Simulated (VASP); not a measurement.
# C (Fd-3m) in VASP: single point with r2SCAN

Aim: the single point of C with r2SCAN.

Everything below comes from runs of VASP 6.6.1. Logs are shortened: lines on timing, memory, paths and dates and some standing lists are left out, and cuts for length are marked.

**1. The cell of the first run**

The structure is cubic, space group Fd-3m (No. 227). Conventional cell: a = 3.542 Å, b = 3.542 Å, c = 3.542 Å, α = 90.00°, β = 90.00°, γ = 90.00°. C (site symmetry -43m) has 4 C at 1.53 Å within 2.0 Å.

**2. Single point, r2SCAN**

The input, POSCAR:

```
C
1.0
    0.0000000000      1.7711992739      1.7711992739
    1.7711992739      0.0000000000      1.7711992739
    1.7711992739      1.7711992739      0.0000000000
C
2
Direct
    0.5000000000      0.5000000000      0.5000000000
    0.7500000000      0.7500000000      0.7500000000
```

The input, INCAR.step1:

```
PREC     = Accurate       # precision mode
ENCUT    = 1430           # plane-wave cutoff, eV
ISMEAR   = 0              # smearing method
SIGMA    = 0.01           # smearing width, eV
LREAL    = F              # projectors in reciprocal space
LASPH    = T              # aspherical terms in the spheres
NELM     = 120            # most SCF steps
NBANDS   = 11             # bands
GGA      = PE             # functional
ALGO     = Normal         # electronic algorithm
EDIFF    = 1E-5           # SCF threshold, eV
LWAVE    = T              # write WAVECAR
LCHARG   = F              # write CHGCAR
GGA_COMPAT= F
```

The input, INCAR.step2:

```
PREC     = Accurate       # precision mode
ENCUT    = 1430           # plane-wave cutoff, eV
EDIFF    = 1E-6           # SCF threshold, eV
ISMEAR   = 0              # smearing method
SIGMA    = 0.01           # smearing width, eV
LREAL    = F              # projectors in reciprocal space
LASPH    = T              # aspherical terms in the spheres
NELM     = 120            # most SCF steps
ALGO     = Normal         # electronic algorithm
ISIF     = 2              # what is computed and relaxed
LWAVE    = F              # write WAVECAR
LCHARG   = F              # write CHGCAR
METAGGA  = R2SCAN         # meta-GGA
LMIXTAU  = T            
NBANDS   = 11             # bands
ISTART   = 1            
GGA_COMPAT= F
```

The input, KPOINTS:

```
regular mesh
0
Gamma
  12 12 12
```

Potentials or basis: VASP PAW PBE potentials, release 64 (C_h).

The run is started by

```sh
$ cat potpaw_PBE.64/C_h/POTCAR > POTCAR
$ cp INCAR.step1 INCAR
$ mpirun -np 1 vasp_std > vasp.out
$ cp INCAR.step2 INCAR
$ mpirun -np 1 vasp_std > vasp.out
```

OUTCAR:

```text
PREC = Accurate
   ENCUT = 1430
   EDIFF = 1E-6
   ISMEAR = 0
   LREAL = F
   LASPH = T
   NELM = 120
   ISIF = 2
   METAGGA = R2SCAN
   ISTART = 1

 ion  position               nearest neighbor table
   1  0.500  0.500  0.500-
   2  0.750  0.750  0.750-

  LATTYP: Found a face centered cubic cell.
 ALAT       =     3.5423985478

  Lattice vectors:

 A1 = (   0.0000000000,   1.7711992739,   1.7711992739)
 A2 = (   1.7711992739,   0.0000000000,   1.7711992739)
 A3 = (   1.7711992739,   1.7711992739,   0.0000000000)

Analysis of symmetry for initial positions (statically):
=====================================================================
 Subroutine PRICEL returns:
 Original cell was already a primitive cell.

 Routine SETGRP: Setting up the symmetry group for a
 face centered cubic supercell.

 Subroutine GETGRP returns: Found 48 space group operations
 (whereof 24 operations were pure point group operations)
 out of a pool of 48 trial point group operations.

The static configuration has the point symmetry T_d .
 The point group associated with its full space group is O_h .

Analysis of symmetry for dynamics (positions and initial velocities):
=====================================================================
 Subroutine PRICEL returns:
 Original cell was already a primitive cell.

 Routine SETGRP: Setting up the symmetry group for a
 face centered cubic supercell.

 Subroutine GETGRP returns: Found 48 space group operations
 (whereof 24 operations were pure point group operations)
 out of a pool of 48 trial point group operations.

The dynamic configuration has the point symmetry T_d .
 The point group associated with its full space group is O_h .

 Subroutine INISYM returns: Found 48 space group operations
 (whereof 24 operations are pure point group operations),
 and found     1 'primitive' translations

----------------------------------------------------------------------------------------

                                     Primitive cell

  volume of cell :      11.1130

  direct lattice vectors                    reciprocal lattice vectors
     0.000000000  1.771199274  1.771199274    -0.282294605  0.282294605  0.282294605
     1.771199274  0.000000000  1.771199274     0.282294605 -0.282294605  0.282294605
     1.771199274  1.771199274  0.000000000     0.282294605  0.282294605 -0.282294605

  length of vectors
     2.504854035  2.504854035  2.504854035     0.488948599  0.488948599  0.488948599

  position of ions in fractional coordinates (direct lattice)
     0.500000000  0.500000000  0.500000000
     0.750000000  0.750000000  0.750000000

  ion indices of the primitive-cell ions
   primitive index   ion index
                 1           1
                 2           2

----------------------------------------------------------------------------------------

 KPOINTS: regular mesh

Automatic generation of k-mesh.
 Grid dimensions read from file:
 generate k-points for:   12   12   12

 Generating k-lattice:

  Cartesian coordinates                     Fractional coordinates (reciprocal lattice)
    -0.023524550  0.023524550  0.023524550     0.083333333  0.000000000  0.000000000
     0.023524550 -0.023524550  0.023524550     0.000000000  0.083333333  0.000000000
     0.023524550  0.023524550 -0.023524550     0.000000000  0.000000000  0.083333333

  Length of vectors
     0.040745717  0.040745717  0.040745717

  Shift w.r.t. Gamma in fractional coordinates (k-lattice)
     0.000000000  0.000000000  0.000000000

 Subroutine IBZKPT returns following result:
 ===========================================

 Found     72 irreducible k-points:

 Following reciprocal coordinates:
            Coordinates               Weight
  0.000000  0.000000  0.000000      1.000000
  0.083333  0.000000  0.000000      8.000000
  0.166667  0.000000  0.000000      8.000000
  0.250000  0.000000  0.000000      8.000000
  0.333333  0.000000  0.000000      8.000000
  0.416667  0.000000  0.000000      8.000000
[... 16 lines left out ...]
  0.500000  0.166667  0.000000     24.000000
 -0.416667  0.166667  0.000000     24.000000
 [... further k-points ...]
   k-points           NKPTS =     72   k-points in BZ     NKDIM =     72   number of bands    NBANDS=     11
   number of dos      NEDOS =    301   number of ions     NIONS =      2
   total plane-waves  NPLWV =  32768
   dimension x,y,z NGX =    32 NGY =   32 NGZ =   32
   dimension x,y,z NGXF=    64 NGYF=   64 NGZF=   64
   ions per type =               2
   NGX,Y,Z   is equivalent  to a cutoff of  21.24, 21.24, 21.24 a.u.
   NGXF,Y,Z  is equivalent  to a cutoff of  42.48, 42.48, 42.48 a.u.
 SYSTEM =  unknown system
   PREC   = accura    normal or accurate (medium, high low for compatibility)
   ISTART =      1    job   : 0-new  1-cont  2-samecut
   ICHARG =      0    charge: 1-file 2-atom 10-const
   ISPIN  =      1    spin polarized calculation?
   LNONCOLLINEAR =      F non collinear calculations
   LSORBIT =      F    spin-orbit coupling
   LASPH  =      T    aspherical Exc in radial PAW
   ENCUT  = 1430.0 eV 105.10 Ry   10.25 a.u.   7.72  7.72  7.72*2*pi/ulx,y,z
   NELM   =    120;   NELMIN=  2; NELMDL=  0     # of ELM steps
   EDIFF  = 0.1E-05   stopping-criterion for ELM
   LREAL  =      F    real-space projection
   EDIFFG = 0.1E-04   stopping-criterion for IOM
   NSW    =      0    number of steps for IOM
   IBRION =     -1    ionic relax: 0-MD 1-quasi-New 2-CG
   NFREE  =      0    steps in history (QN), initial steepest desc. (CG)
   ISIF   =      2    stress and relaxation
   ISYM   =      2    0-nonsym 1-usesym 2-fastsym
   POTIM  = 0.5000    time-step for ionic-motion
   TEBEG  =    0.0;   TEEND  =   0.0 temperature during run
   PSTRESS=    0.0 pullay stress
   NELECT =       8.0000    total number of electrons
   NUPDOWN=      -1.0000    fix difference up-down
   EMIN   =  10.00;   EMAX   =-10.00  energy-range for DOS
   EFERMI =   0.00;   METHOD = LEGACY
   ISMEAR =     0;   SIGMA  =   0.01  broadening in eV -4-tet -1-fermi 0-gaus
   EFERMI_NEDOS =   21; number of points for ismear=-14 and -15
   IALGO  =     38    algorithm
   IMIX   =      4    mixing-type and parameters
     AMIX     =   0.40;   BMIX     =  1.00
     AMIX_MAG =   1.60;   BMIX_MAG =  1.00
  volume/ion in A,a.u.               =       5.56        37.50
  Fermi-wavevector in a.u.,A,eV,Ry     =   1.467216  2.772636 29.289574  2.152723
  Thomas-Fermi vector in A             =   2.582860
   LORBIT       =      0    0 simple, 1 ext, 2 COOP (PROOUT), +10 PAW based schemes
   METAGGA = R2SCAN    functional components
   LHFCALC =     F    Hartree Fock is set to
   AEXX    =    0.0000 exact exchange contribution
   IVDW    =     0    specifies the selected vdW correction
   LEPSILON=     F    determine dielectric tensor
   LRPA    =     F    only Hartree local field effects (RPA)
 non-spin polarized calculation
 Gauss-broadening in eV      SIGMA  =   0.01
  energy-cutoff  :     1430.00
  volume of cell :       11.11
 maximum number of plane-waves:      1384
   NGX = 15   NGY = 15   NGZ = 15

 number of electron       8.0000000 magnetization

 Free energy of the ion-electron system (eV)
  ---------------------------------------------------
  ext. energy  EPLUGINS =         0.00000000
  ---------------------------------------------------
  free energy    TOTEN  =       -19.71938776 eV

  energy without entropy =      -19.71938776  energy(sigma->0) =      -19.71938776

 E-fermi :  11.3878     XC(G=0): -14.3826

 val. band max:       11.2327930021   @ k =   0.0000   0.0000   0.0000
 cond. band min:      15.6565846997   @ k =   0.3333   0.3333   0.0000
 fundamental gap:      4.4237916976
 Fermi energy:        11.3877513381

 k-point     1 :       0.0000    0.0000    0.0000
  band No.  band energies     occupation
      1     -11.7215      2.00000
      2      11.2328      2.00000
      3      11.2328      2.00000
      4      11.2328      2.00000
      5      17.1703      0.00000
      6      17.1703      0.00000
      7      17.1703      0.00000
      8      25.5824      0.00000
      9      31.9181      0.00000
     10      38.8131      0.00000
     11      38.8131      0.00000

 k-point     2 :       0.0833    0.0000    0.0000
  band No.  band energies     occupation
      1     -11.5179      2.00000
      2       9.9020      2.00000
      3      10.8824      2.00000
      4      10.8824      2.00000
      5      17.6309      0.00000
      6      17.6309      0.00000
      7      17.9572      0.00000
      8      25.7699      0.00000
      9      32.2656      0.00000
     10      36.7512      0.00000
     11      36.7512      0.00000

 k-point     3 :       0.1667    0.0000    0.0000
  band No.  band energies     occupation
      1     -10.9097      2.00000
      2       7.1782      2.00000
      3      10.1244      2.00000
      4      10.1244      2.00000
      5      18.6281      0.00000
      6      18.6281      0.00000
      7      19.1423      0.00000
      8      26.3068      0.00000
      9      32.9888      0.00000
     10      35.0908      0.00000
     11      35.0908      0.00000

 k-point     4 :       0.2500    0.0000    0.0000
  band No.  band energies     occupation
      1      -9.9062      2.00000
      2       4.1442      2.00000
      3       9.3452      2.00000
      4       9.3452      2.00000
      5      19.5493      0.00000
      6      19.5493      0.00000
      7      19.9458      0.00000
      8      27.0488      0.00000
      9      33.4294      0.00000
     10      34.6876      0.00000
     11      34.6876      0.00000
[... 239 lines left out ...]
 k-point    22 :       0.4167    0.1667    0.0000
  band No.  band energies     occupation
      1      -7.3084      2.00000
      2       0.7476      2.00000
      3       6.6292      2.00000
      4       6.8648      2.00000
      5      18.3444      0.00000
      6      23.0169      0.00000
      7      23.1601      0.00000
      8      24.8202      0.00000
      9      33.8336      0.00000
     10      35.3115      0.00000
     11      40.1659      0.00000

 k-point    23 :       0.5000    0.1667    0.0000
  band No.  band energies     occupation
      1      -5.6516      2.00000
      2      -1.6142      2.00000
      3       5.8615      2.00000
      4       6.9585      2.00000
      5      18.7913      0.00000
      6      22.7058      0.00000
      7      23.2765      0.00000
      8      26.6001      0.00000
      9      32.8145      0.00000
     10      36.8414      0.00000
     11      39.3740      0.00000

 k-point    24 :      -0.4167    0.1667    0.0000
  band No.  band energies     occupation
      1      -5.2111      2.00000
      2      -2.1468      2.00000
      3       5.3420      2.00000
      4       7.3647      2.00000
      5      19.2604      0.00000
      6      22.1709      0.00000
      7      23.2501      0.00000
      8      27.9151      0.00000
      9      32.0343      0.00000
     10      36.7282      0.00000
     11      37.6583      0.00000

 [... further k-points ...]

------------------------ aborting loop because EDIFF is reached ----------------------------------------

  FORCE on cell =-STRESS in cart. coord.  units (eV):
  Direction    XX          YY          ZZ          XY          YZ          ZX
  --------------------------------------------------------------------------------------
  -------------------------------------------------------------------------------------
  Total        0.4406656      0.4406656      0.4406656     -0.0000000      0.0000000      0.0000000
  in kB       63.5312541     63.5312541     63.5312541     -0.0000000      0.0000000      0.0000000
  external PRESSURE =      63.5312541 kB  Pullay stress =       0.0000000 kB

 VOLUME and BASIS-vectors are now :
 -----------------------------------------------------------------------------
  energy-cutoff  :     1430.00
  volume of cell :       11.11
      direct lattice vectors                 reciprocal lattice vectors
     0.000000000  1.771199274  1.771199274    -0.282294605  0.282294605  0.282294605
     1.771199274  0.000000000  1.771199274     0.282294605 -0.282294605  0.282294605
     1.771199274  1.771199274  0.000000000     0.282294605  0.282294605 -0.282294605

 POSITION                                       TOTAL-FORCE (eV/Angst)
 -----------------------------------------------------------------------------------
      1.77120      1.77120      1.77120        -0.000000     -0.000000     -0.000000
      2.65680      2.65680      2.65680         0.000000      0.000000      0.000000
 -----------------------------------------------------------------------------------
    total drift:                               -0.000000     -0.000000      0.000000

  FREE ENERGIE OF THE ION-ELECTRON SYSTEM (eV)
  ---------------------------------------------------
  free  energy   TOTEN  =       -19.7193877634 eV

  energy  without entropy=      -19.7193877634  energy(sigma->0) =      -19.71938776
```

Wall time 90 s (1 thread of AMD EPYC 7R43 (Zen 3), shared host); peak memory 0.15 GiB.

What came out:

```yaml
Free_energy: -19.7194 eV
Pressure: 6.4 GPa
Band_gap_on_the_k_mesh: 4.42 eV (least direct gap 5.94 eV)
```

Caveat: the cell stands under pressure; the PAW data sets were made with another functional, which shifts forces and pressure a little. A k mesh can miss the band edges.
